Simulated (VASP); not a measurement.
# C (Fm-3m) in VASP: relaxation of cell and atoms with PBE

Aim: the relaxation of cell and atoms of C with PBE.

Program: VASP 6.6.1. These are calculated values, not measurements. Logs are shortened: lines on timing, memory, paths and dates and some standing lists are left out, and cuts for length are marked.

## 1. The cell of the first run

It takes space group Fm-3m (No. 225, cubic). Conventional cell: a = 3.000 Å, b = 3.000 Å, c = 3.000 Å, α = 90.00°, β = 90.00°, γ = 90.00°. C (site symmetry m-3m) has 12 C at 2.12 Å within 2.8 Å.

## 2. Relaxation of cell and atoms, PBE

The input, INCAR:

```
SYSTEM = C
  ALGO = Normal
  EDIFF = 1E-7
  EDIFFG = -0.02
  ENCUT = 600
  GGA = PE
  GGA_COMPAT = .FALSE.
  IBRION = 2
  ISIF = 3
  ISMEAR = 0
  LASPH = .TRUE.
  LCHARG = .FALSE.
  LREAL = .FALSE.
  LWAVE = .FALSE.
  NELM = 120
  NELMIN = 4
  NSW = 80
  PREC = Accurate
  SIGMA = 0.02
```

The input, KPOINTS:

```
k-points
0
G
  11 11 11
  0 0 0
```

The input, POSCAR:

```
C
1.0
    0.0000000000      1.5000000000      1.5000000000
    1.5000000000      0.0000000000      1.5000000000
    1.5000000000      1.5000000000      0.0000000000
C
1
Direct
    0.0000000000      0.0000000000      0.0000000000
```

Potentials or basis: VASP PAW PBE potentials, release 64 (C).

Command:

```bash
$ cat potpaw_PBE.64/C/POTCAR > POTCAR
$ mpirun -np 1 vasp_std > vasp.out
```

OUTCAR:

```text
SYSTEM = C
   EDIFF = 1E-7
   EDIFFG = -0.02
   ENCUT = 600
   GGA = PE
   IBRION = 2
   ISIF = 3
   ISMEAR = 0
   LASPH = .TRUE.
   LREAL = .FALSE.
   NELM = 120
   NELMIN = 4
   NSW = 80
   PREC = Accurate

 ion  position               nearest neighbor table
   1  0.000  0.000  0.000-

  LATTYP: Found a face centered cubic cell.
 ALAT       =     3.0000000000

  Lattice vectors:

 A1 = (   0.0000000000,   1.5000000000,   1.5000000000)
 A2 = (   1.5000000000,   0.0000000000,   1.5000000000)
 A3 = (   1.5000000000,   1.5000000000,   0.0000000000)

Analysis of symmetry for initial positions (statically):
=====================================================================
 Subroutine PRICEL returns:
 Original cell was already a primitive cell.

 Routine SETGRP: Setting up the symmetry group for a
 face centered cubic supercell.

 Subroutine GETGRP returns: Found 48 space group operations
 (whereof 48 operations were pure point group operations)
 out of a pool of 48 trial point group operations.

The static configuration has the point symmetry O_h .

Analysis of symmetry for dynamics (positions and initial velocities):
=====================================================================
 Subroutine PRICEL returns:
 Original cell was already a primitive cell.

 Routine SETGRP: Setting up the symmetry group for a
 face centered cubic supercell.

 Subroutine GETGRP returns: Found 48 space group operations
 (whereof 48 operations were pure point group operations)
 out of a pool of 48 trial point group operations.

The dynamic configuration has the point symmetry O_h .

 Subroutine INISYM returns: Found 48 space group operations
 (whereof 48 operations are pure point group operations),
 and found     1 'primitive' translations

----------------------------------------------------------------------------------------

                                     Primitive cell

  volume of cell :       6.7500

  direct lattice vectors                    reciprocal lattice vectors
     0.000000000  1.500000000  1.500000000    -0.333333333  0.333333333  0.333333333
     1.500000000  0.000000000  1.500000000     0.333333333 -0.333333333  0.333333333
     1.500000000  1.500000000  0.000000000     0.333333333  0.333333333 -0.333333333

  length of vectors
     2.121320344  2.121320344  2.121320344     0.577350269  0.577350269  0.577350269

  position of ions in fractional coordinates (direct lattice)
     0.000000000  0.000000000  0.000000000

  ion indices of the primitive-cell ions
   primitive index   ion index
                 1           1

----------------------------------------------------------------------------------------

 KPOINTS: k-points

Automatic generation of k-mesh.
 Grid dimensions read from file:
 generate k-points for:   11   11   11

 Generating k-lattice:

  Cartesian coordinates                     Fractional coordinates (reciprocal lattice)
    -0.030303030  0.030303030  0.030303030     0.090909091  0.000000000  0.000000000
     0.030303030 -0.030303030  0.030303030     0.000000000  0.090909091  0.000000000
     0.030303030  0.030303030 -0.030303030     0.000000000  0.000000000  0.090909091

  Length of vectors
     0.052486388  0.052486388  0.052486388

  Shift w.r.t. Gamma in fractional coordinates (k-lattice)
     0.000000000  0.000000000  0.000000000

 Subroutine IBZKPT returns following result:
 ===========================================

 Found     56 irreducible k-points:

 Following reciprocal coordinates:
            Coordinates               Weight
  0.000000  0.000000  0.000000      1.000000
  0.090909  0.000000  0.000000      8.000000
  0.181818  0.000000  0.000000      8.000000
  0.272727  0.000000  0.000000      8.000000
  0.363636  0.000000  0.000000      8.000000
  0.454545  0.000000  0.000000      8.000000
[... 16 lines left out ...]
 -0.272727  0.181818  0.000000     24.000000
 -0.181818  0.181818  0.000000     12.000000
 [... further k-points ...]
   k-points           NKPTS =     56   k-points in BZ     NKDIM =     56   number of bands    NBANDS=      6
   number of dos      NEDOS =    301   number of ions     NIONS =      1
   total plane-waves  NPLWV =   5832
   dimension x,y,z NGX =    18 NGY =   18 NGZ =   18
   dimension x,y,z NGXF=    36 NGYF=   36 NGZF=   36
   ions per type =               1
   NGX,Y,Z   is equivalent  to a cutoff of  14.11, 14.11, 14.11 a.u.
   NGXF,Y,Z  is equivalent  to a cutoff of  28.21, 28.21, 28.21 a.u.
 SYSTEM =  C
   PREC   = accura    normal or accurate (medium, high low for compatibility)
   ISTART =      0    job   : 0-new  1-cont  2-samecut
   ICHARG =      2    charge: 1-file 2-atom 10-const
   ISPIN  =      1    spin polarized calculation?
   LNONCOLLINEAR =      F non collinear calculations
   LSORBIT =      F    spin-orbit coupling
   LASPH  =      T    aspherical Exc in radial PAW
   ENCUT  =  600.0 eV  44.10 Ry    6.64 a.u.   4.24  4.24  4.24*2*pi/ulx,y,z
   NELM   =    120;   NELMIN=  4; NELMDL= -5     # of ELM steps
   EDIFF  = 0.1E-06   stopping-criterion for ELM
   LREAL  =      F    real-space projection
   EDIFFG = -.2E-01   stopping-criterion for IOM
   NSW    =     80    number of steps for IOM
   IBRION =      2    ionic relax: 0-MD 1-quasi-New 2-CG
   NFREE  =      1    steps in history (QN), initial steepest desc. (CG)
   ISIF   =      3    stress and relaxation
   ISYM   =      2    0-nonsym 1-usesym 2-fastsym
   POTIM  = 0.5000    time-step for ionic-motion
   TEBEG  =    0.0;   TEEND  =   0.0 temperature during run
   PSTRESS=    0.0 pullay stress
   NELECT =       4.0000    total number of electrons
   NUPDOWN=      -1.0000    fix difference up-down
   EMIN   =  10.00;   EMAX   =-10.00  energy-range for DOS
   EFERMI =   0.00;   METHOD = LEGACY
   ISMEAR =     0;   SIGMA  =   0.02  broadening in eV -4-tet -1-fermi 0-gaus
   EFERMI_NEDOS =   21; number of points for ismear=-14 and -15
   IALGO  =     38    algorithm
   IMIX   =      4    mixing-type and parameters
     AMIX     =   0.40;   BMIX     =  1.00
     AMIX_MAG =   1.60;   BMIX_MAG =  1.00
  volume/ion in A,a.u.               =       6.75        45.55
  Fermi-wavevector in a.u.,A,eV,Ry     =   1.375077  2.598518 25.726382  1.890836
  Thomas-Fermi vector in A             =   2.500445
   LORBIT       =      0    0 simple, 1 ext, 2 COOP (PROOUT), +10 PAW based schemes
   GGA     = PE    functional components
   LHFCALC =     F    Hartree Fock is set to
   AEXX    =    0.0000 exact exchange contribution
   IVDW    =     0    specifies the selected vdW correction
   LEPSILON=     F    determine dielectric tensor
   LRPA    =     F    only Hartree local field effects (RPA)
 conjugate gradient relaxation of ions
 non-spin polarized calculation
 Gauss-broadening in eV      SIGMA  =   0.02
  energy-cutoff  :      600.00
  volume of cell :        6.75
 maximum number of plane-waves:       232
 NGX is ok and might be reduce to    18
   NGX =  9   NGY =  9   NGZ =  9

--------------------------------------- Ionic step        1  -------------------------------------------

 number of electron       4.0000000 magnetization

 Free energy of the ion-electron system (eV)
  ---------------------------------------------------
  ext. energy  EPLUGINS =         0.00000000
  ---------------------------------------------------
  free energy    TOTEN  =        -4.65503721 eV

  energy without entropy =       -4.65498969  energy(sigma->0) =       -4.65501345

------------------------ aborting loop because EDIFF is reached ----------------------------------------

  FORCE on cell =-STRESS in cart. coord.  units (eV):
  Direction    XX          YY          ZZ          XY          YZ          ZX
  --------------------------------------------------------------------------------------
  -------------------------------------------------------------------------------------
  Total        0.5702986      0.5702986      0.5702986     -0.0000000     -0.0000000      0.0000000
  in kB      135.3658440    135.3658440    135.3658440     -0.0000000     -0.0000000      0.0000000
  external PRESSURE =     135.3658440 kB  Pullay stress =       0.0000000 kB
[... 55 lines left out ...]
  energy  without entropy=       -4.6737520186  energy(sigma->0) =       -4.67394582

--------------------------------------- Ionic step        3  -------------------------------------------

 number of electron       4.0000000 magnetization

 Free energy of the ion-electron system (eV)
  ---------------------------------------------------
  ext. energy  EPLUGINS =         0.00000000
  ---------------------------------------------------
  free energy    TOTEN  =        -4.67448301 eV

  energy without entropy =       -4.67429085  energy(sigma->0) =       -4.67438693

 E-fermi :   7.6987     XC(G=0): -12.7221

 val. band max:        7.6797799966   @ k =   0.3636   0.1818   0.0000
 cond. band min:       7.7144985338   @ k =   0.4545   0.3636   0.0909
 fundamental gap:      0.0347185372
 Fermi energy:         7.6987063623

 k-point     1 :       0.0000    0.0000    0.0000
  band No.  band energies     occupation
      1     -11.1431      2.00000
      2      15.7187      0.00000
      3      15.7187      0.00000
      4      15.7187      0.00000
      5      37.8017      0.00000
      6      37.8017      0.00000

 k-point     2 :       0.0909    0.0000    0.0000
  band No.  band energies     occupation
      1     -10.8124      2.00000
      2      14.7253      0.00000
      3      15.5495      0.00000
      4      15.5495      0.00000
      5      35.4416      0.00000
      6      38.2620      0.00000
[... 190 lines left out ...]
 k-point    24 :      -0.1818    0.1818    0.0000
  band No.  band energies     occupation
      1      -7.6403      2.00000
      2       9.9914      0.00000
      3      10.5615      0.00000
      4      14.9791      0.00000
      5      32.9826      0.00000
      6      33.2611      0.00000

 [... further k-points ...]

------------------------ aborting loop because EDIFF is reached ----------------------------------------

  FORCE on cell =-STRESS in cart. coord.  units (eV):
  Direction    XX          YY          ZZ          XY          YZ          ZX
  --------------------------------------------------------------------------------------
  -------------------------------------------------------------------------------------
  Total       -0.0120251     -0.0120251     -0.0120251     -0.0000000     -0.0000000      0.0000000
  in kB       -2.6559609     -2.6559609     -2.6559609     -0.0000000     -0.0000000      0.0000000
  external PRESSURE =      -2.6559609 kB  Pullay stress =       0.0000000 kB
[... 16 lines left out ...]
  FREE ENERGIE OF THE ION-ELECTRON SYSTEM (eV)
  ---------------------------------------------------
  free  energy   TOTEN  =        -4.6744830140 eV

  energy  without entropy=       -4.6742908480  energy(sigma->0) =       -4.67438693

 reached required accuracy - stopping structural energy minimisation
```

It took 5.5 s on 1 thread of AMD EPYC 7R43 (Zen 3), shared host; peak memory 0.08 GiB.

Results:

| Item | Value |
| --- | --- |
| Free energy | -4.6745 eV |
| Relaxed volume | 7.25 Å³/atom |
| Relaxed cell | a = 2.173 Å, b = 2.173 Å, c = 2.173 Å, α = 60.00°, β = 60.00°, γ = 60.00° |
| Space group after relaxing (to 0.1 Å) | Fm-3m (No. 225) |
| Energy gained by relaxing | 19.4 meV/atom |
| Ionic steps | 3 |
| Pressure after relaxing | -0.3 GPa |
| Band gap on the k mesh | zero (bands 2 and 3 overlap by 11.22 eV) |

Step by step:
```csv
step,energy change (eV),largest force (eV/Å),pressure (GPa),volume (Å³)
1,0.0000,0.0000,13.54,6.75
2,-0.0191,0.0000,-1.28,7.32
3,-0.0194,0.0000,-0.27,7.25
```

Final structure:
```
C
1.0
     0.00000    1.53644    1.53644
     1.53644    0.00000    1.53644
     1.53644    1.53644    0.00000
C
1
Direct
  0.00000 0.00000 0.00000
```
